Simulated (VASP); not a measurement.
Crystal: MgS.

```xyz
2
Lattice="0.0000 2.6016 2.6016 2.6016 0.0000 2.6016 2.6016 2.6016 0.0000" Properties=species:S:1:pos:R:3 pbc="T T T"
Mg    0.0000    0.0000    0.0000
S     2.6016    2.6016    2.6016
```

```yaml
Program: VASP 6.6.1
Task: relaxation of cell and atoms
Functional: LDA
Potentials_or_basis: VASP PAW LDA potentials, release 64 (Mg, S)
Cutoff: 600 eV
k_mesh: 12 × 12 × 12
Occupations: fermi-dirac, width 0.05 eV
Spin: no spin polarisation
```

At the start: pressure -3.8 GPa; volume 17.61 Å³/atom.

Task: How do energy, volume and symmetry change on relaxing?

Result: Over 3 steps the energy falls by 10.6 meV/atom and the volume is 16.76 Å³/atom (-4.8 %); space group Fm-3m (No. 225, to 0.05 Å).

Step by step:
| step | energy change (eV) | largest force (eV/Å) | pressure (GPa) | volume (Å³) |
| --- | --- | --- | --- | --- |
| 1 | 0.0000 | 0.0000 | -3.83 | 35.22 |
| 2 | -0.0200 | 0.0000 | 1.05 | 33.12 |
| 3 | -0.0212 | 0.0000 | 0.00 | 33.51 |

Final structure:
```xyz
2
Lattice="0.0000 2.5589 2.5589 2.5589 0.0000 2.5589 2.5589 2.5589 0.0000" Properties=species:S:1:pos:R:3 pbc="T T T"
Mg    0.0000    0.0000    0.0000
S     2.5589    2.5589    2.5589
```
